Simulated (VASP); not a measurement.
Here is a VASP 6.6.1 calculation.

Contents of INCAR:

```
  PREC = Accurate
  ENCUT = 520
  EDIFF = 1E-6
  ISMEAR = -1
  SIGMA = 0.1
  LREAL = F
  LASPH = T
  NELM = 150
  ALGO = Normal
  ISIF = 2
  LWAVE = F
  LCHARG = F
  MAGMOM = 0 0 0
  LORBIT = 11
  LSORBIT = T
  GGA_COMPAT = F
  LORBMOM = T
  NBANDS = 17
```

File KPOINTS:

```
Automatic mesh
0
Gamma
  13 13 13
```

File POSCAR:

```
Se
1.0
   -1.6784627611      1.6784627611      1.6784627611
    1.6784627611     -1.6784627611      1.6784627611
    1.6784627611      1.6784627611     -1.6784627611
Se
1
Direct
    0.0000000000      0.0000000000      0.0000000000
```

Potentials or basis: VASP PAW LDA potentials, release 64 (Se).

Command:

```sh
$ cat potpaw_LDA.64/Se/POTCAR > POTCAR
$ mpirun -np 1 vasp_ncl > vasp.out
```

Problem. Estimate the net moment.

Solution. 0.00 μB per cell.

Problem. What does it give for the pressure?

Solution. 0.3 GPa.

Moments on the atoms (μB; x, y, z):
```
Se  0.00 0.00 0.00
```
